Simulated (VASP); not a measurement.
Here is a VASP 6.6.1 calculation.

The input POSCAR:

```
Pb
1.0
    0.0193336300      2.4628699300      2.4528113600
    2.5028571400     -0.0067465600      2.4788915500
    2.4813249000      2.4674178800      0.0147856800
Pb
1
Direct
    0.0000000000      0.0000000000      0.0000000000
```

File INCAR.step1:

```
SYSTEM = Pb
  PREC = Accurate
  ENCUT = 520
  ISMEAR = -1
  SIGMA = 0.05
  LREAL = .FALSE.
  LASPH = .TRUE.
  NELM = 60
  NBANDS = 13
  GGA = PE
  ALGO = Normal
  EDIFF = 1E-4
  LWAVE = .TRUE.
  LCHARG = .FALSE.
```

Contents of INCAR.step2:

```
SYSTEM = Pb
  PREC = Accurate
  ENCUT = 520
  EDIFF = 1E-6
  ISMEAR = -1
  SIGMA = 0.05
  LREAL = .FALSE.
  LASPH = .TRUE.
  NELM = 60
  ALGO = Normal
  ISIF = 2
  LWAVE = .FALSE.
  LCHARG = .FALSE.
  METAGGA = R2SCAN
  LMIXTAU = .TRUE.
  NBANDS = 13
  ISTART = 1
```

Contents of KPOINTS:

```
regular mesh
0
G
  9 9 9
  0 0 0
```

Potentials or basis: VASP PAW PBE potentials, release 64 (Pb_d).

Run with:

```console
$ cat potpaw_PBE.64/Pb_d/POTCAR > POTCAR
$ cp INCAR.step1 INCAR
$ mpirun -np 1 vasp_std > vasp.out
$ cp INCAR.step2 INCAR
$ mpirun -np 1 vasp_std > vasp.out
```

Predict the band gap on the k mesh.

zero (bands 7 and 8 overlap by 9.28 eV).

What does it give for the pressure?

1.5 GPa.

Stress tensor (GPa, compression positive):
```
 1.34  0.05 -0.54
 0.05  1.49  0.15
-0.54  0.15  1.55
```

Caveat: the PAW data sets were made with another functional, which shifts forces and pressure a little; spin-orbit coupling is left out, which moves the levels of the heavy elements.
